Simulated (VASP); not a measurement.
Wanted: the native input for a VASP 6.6.1 run.

| Item | Value |
| --- | --- |
| Task | single point |
| Functional | PBEsol |
| Potentials or basis | VASP PAW PBE potentials, release 64 (S) |
| Cutoff | 500 eV |
| k mesh | 19 × 19 × 19 |
| Occupations | fermi-dirac, width 0.05 eV |
| Spin | no spin polarisation |
| Dipole correction | no |
| Further INCAR settings | ALGO = Normal; EDIFF = 1e-06; NBANDS = 9 |

The structure of S lies in POSCAR:

```
S
1.0
    0.0000000000      1.6468649580      1.6468649580
    1.6468649580      0.0000000000      1.6468649580
    1.6468649580      1.6468649580      0.0000000000
S
1
Direct
    0.0000000000      0.0000000000      0.0000000000
```

This cell differs from its parent crystal: volume scaled by 0.599, to set the pressure.

One way to write it, as run:

INCAR

```
PREC = Accurate ; ENCUT = 500
EDIFF = 1E-6 ; ISMEAR = -1
SIGMA = 0.05 ; LREAL = F
LASPH = T ; NELM = 120
ALGO = Normal ; ISIF = 2
LWAVE = F ; LCHARG = F
GGA = PS ; NBANDS = 9
GGA_COMPAT = F
```

KPOINTS

```
Automatic mesh
0
Gamma
  19 19 19
```

Potentials or basis: VASP PAW PBE potentials, release 64 (S).

Command:

```sh
$ cat potpaw_PBE.64/S/POTCAR > POTCAR
$ mpirun -np 1 vasp_std > vasp.out
```

Results of the run:

- Pressure: 134.9 GPa
- Band gap on the k mesh: zero (band 3 reaches 25.68 eV, above the bottom of band 4 at 12.00 eV)

Caveat: the cell differs from its parent crystal (volume scaled by 0.599, to set the pressure); the PAW data sets were made with another functional, which shifts forces and pressure a little.

It took 20 s on 1 thread of Intel Xeon 8259CL (shared host), peak memory 0.13 GiB.
